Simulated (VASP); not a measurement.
**Zn: vibrations by perturbation theory with PBEsol**

Zn:

```xyz
2
Lattice="2.5895 0.0000 0.0000 -1.2947 2.2425 0.0000 0.0000 0.0000 4.9225" Properties=species:S:1:pos:R:3 pbc="T T T"
Zn    0.0000    1.4950    1.2306
Zn    1.2947    0.7475    3.6918
```

```json
{
  "Program": "VASP 6.6.1",
  "Task": "vibrations by perturbation theory",
  "Functional": "PBEsol",
  "Potentials or basis": "VASP PAW PBE potentials, release 64 (Zn)",
  "Cutoff": "520 eV",
  "k mesh": "15 × 15 × 8",
  "Occupations": "fermi-dirac, width 0.15 eV",
  "Spin": "no spin polarisation",
  "Dipole correction": "no",
  "Further INCAR settings": "ALGO = Normal; EDIFF = 1e-08; NBANDS = 19; IBRION = 8; NSW = 1"
}
```

- Highest phonon frequency at Γ: 144 cm⁻¹

Phonon frequencies in cm⁻¹ (negative: imaginary):
```
              q point      frequencies
(0.000, 0.000, 0.000)  0 0 0 73 73 144
```

It took 3.9 min on 1 thread of Intel(R) Xeon(R) 6975P-C (Granite Rapids), with other jobs on the host, peak memory 0.62 GiB.
